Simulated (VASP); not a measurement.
A run of VASP 6.6.1:

Contents of POSCAR:

```
RbBr
1.0
    3.9374245855      0.0000000000      0.0000000000
    0.0000000000      3.9374245855      0.0000000000
    0.0000000000      0.0000000000      3.9374245855
Rb Br
1 1
Direct
    0.0000000000      0.0000000000      0.0000000000
    0.5000000000      0.5000000000      0.5000000000
```

The input INCAR.step1:

```
SYSTEM = RbBr
ALGO = Normal ; EDIFF = 1E-5
ENCUT = 520 ; GGA = PE
ISIF = 2 ; ISMEAR = 0
LASPH = .TRUE. ; LCHARG = .FALSE.
LREAL = .FALSE. ; LWAVE = .TRUE.
NBANDS = 15 ; NELM = 80
PREC = Accurate ; SIGMA = 0.01
```

File INCAR.step2:

```
SYSTEM = RbBr
ALGO = Normal ; EDIFF = 1E-6
ENCUT = 520 ; GGA = PE
HFSCREEN = 0.2079 ; ISIF = 2
ISMEAR = 0 ; ISTART = 1
LASPH = .TRUE. ; LCHARG = .FALSE.
LHFCALC = .TRUE. ; LREAL = .FALSE.
LWAVE = .FALSE. ; NBANDS = 15
NELM = 80 ; PREC = Accurate
PRECFOCK = Normal ; SIGMA = 0.01
```

The input KPOINTS:

```
k-points
0
G
  4 4 4
  0 0 0
```

Potentials or basis: VASP PAW PBE potentials, release 64 (Rb_sv, Br).

Command:

```console
$ cat potpaw_PBE.64/Rb_sv/POTCAR potpaw_PBE.64/Br/POTCAR > POTCAR
$ cp INCAR.step1 INCAR
$ mpirun -np 1 vasp_std > vasp.out
$ cp INCAR.step2 INCAR
$ mpirun -np 1 vasp_std > vasp.out
```

Hardware: 1 thread of AMD EPYC 9R45 96-Core Processor (Zen 5) (shared host).

**Question.** Estimate the wall time of this run.

**Answer.** Wall time 3.5 min on 1 thread of AMD EPYC 9R45 96-Core Processor (Zen 5) (shared host), peak memory 0.26 GiB. Counts: k points 10.
